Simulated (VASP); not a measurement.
InSb: single point with PBE

Crystal: InSb.

```xyz
2
Lattice="0.0000 3.1953 3.1953 3.1953 0.0000 3.1953 3.1953 3.1953 0.0000" Properties=species:S:1:pos:R:3 pbc="T T T"
In    0.0000    0.0000    0.0000
Sb    4.7930    4.7930    4.7930
```

```json
{
 "Program": "VASP 6.6.1",
 "Task": "single point",
 "Functional": "PBE",
 "Potentials or basis": "VASP PAW PBE potentials, release 64 (In_d, Sb)",
 "Cutoff": "520 eV",
 "k mesh": "12 × 12 × 12",
 "Occupations": "fermi-dirac, width 0.05 eV",
 "Spin": "no spin polarisation",
 "Dipole correction": "no",
 "Further INCAR settings": "ALGO = Normal; EDIFF = 1e-06; NBANDS = 16"
}
```

```
Pressure : 5.4 GPa
```

Levels at points of the mesh, in eV from the Fermi level:
| k point | band 6 | band 7 | band 8 | band 9 | band 10 | band 11 | band 12 | band 13 |
| --- | --- | --- | --- | --- | --- | --- | --- | --- |
| (0.00, 0.00, 0.00) | -11.09 | -0.10 | -0.10 | -0.10 | -0.05 | 2.85 | 2.85 | 2.85 |
| (0.50, 0.00, 0.00) | -9.62 | -5.92 | -1.17 | -1.17 | 0.51 | 3.71 | 3.71 | 5.96 |
| (0.50, 0.50, 0.00) | -8.95 | -6.20 | -2.51 | -2.51 | 1.17 | 1.20 | 8.30 | 8.30 |

Run time: 2.3 min on 1 thread of AMD EPYC 7571, on a shared host, peak memory 0.22 GiB.

Caveat: the cell stands under pressure; spin-orbit coupling is left out, which moves the levels of the heavy elements.
